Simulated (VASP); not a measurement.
A run of VASP 6.6.1 is set up as follows.

File INCAR:

```
SYSTEM = TiO2
ALGO     = Normal         ! electronic algorithm
EDIFF    = 1E-6           ! SCF threshold, eV
ENCUT    = 520            ! plane-wave cutoff, eV
GGA      = PE             ! functional
ISIF     = 2              ! what is computed and relaxed
ISMEAR   = -1             ! smearing method
LASPH    = .TRUE.         ! aspherical terms in the spheres
LCHARG   = .FALSE.        ! write CHGCAR
LREAL    = .FALSE.        ! projectors in reciprocal space
LWAVE    = .FALSE.        ! write WAVECAR
NBANDS   = 33             ! bands
NELM     = 100            ! most SCF steps
PREC     = Accurate       ! precision mode
SIGMA    = 0.05           ! smearing width, eV
```

File KPOINTS:

```
k-points
0
G
  6 6 9
  0 0 0
```

Contents of POSCAR:

```
TiO2
1.0
    4.6303007105      0.0000000000      0.0000000000
    0.0000000000      4.6303007105      0.0000000000
    0.0000000000      0.0000000000      2.9788115719
Ti O
2 4
Direct
    0.0000000000      0.0000000000      0.5000000000
    0.5000000000      0.5000000000      0.0000000000
    0.3043213200      0.3043213200      0.5000000000
    0.1956786800      0.8043213200      0.0000000000
    0.8043213200      0.1956786800      0.0000000000
    0.6956786800      0.6956786800      0.5000000000
```

Potentials or basis: VASP PAW PBE potentials, release 64 (Ti_sv, O).

The run is started by

```console
$ cat potpaw_PBE.64/Ti_sv/POTCAR potpaw_PBE.64/O/POTCAR > POTCAR
$ mpirun -np 1 vasp_std > vasp.out
```

**Question.** Estimate the largest force.

**Answer.** 0.070 eV/Å.

**Question.** What does it give for the band gap on the k mesh?

**Answer.** 1.79 eV, direct.

**Question.** Predict the pressure.

**Answer.** 0.2 GPa.

Forces on the atoms (eV/Å):
```
Ti   0.000  0.000  0.000
Ti   0.000  0.000  0.000
O    0.050  0.050  0.000
O   -0.050  0.050  0.000
O    0.050 -0.050  0.000
O   -0.050 -0.050  0.000
```

A k mesh can miss the band edges. A hybrid or GW would open this gap; PBE tends to underestimate it.
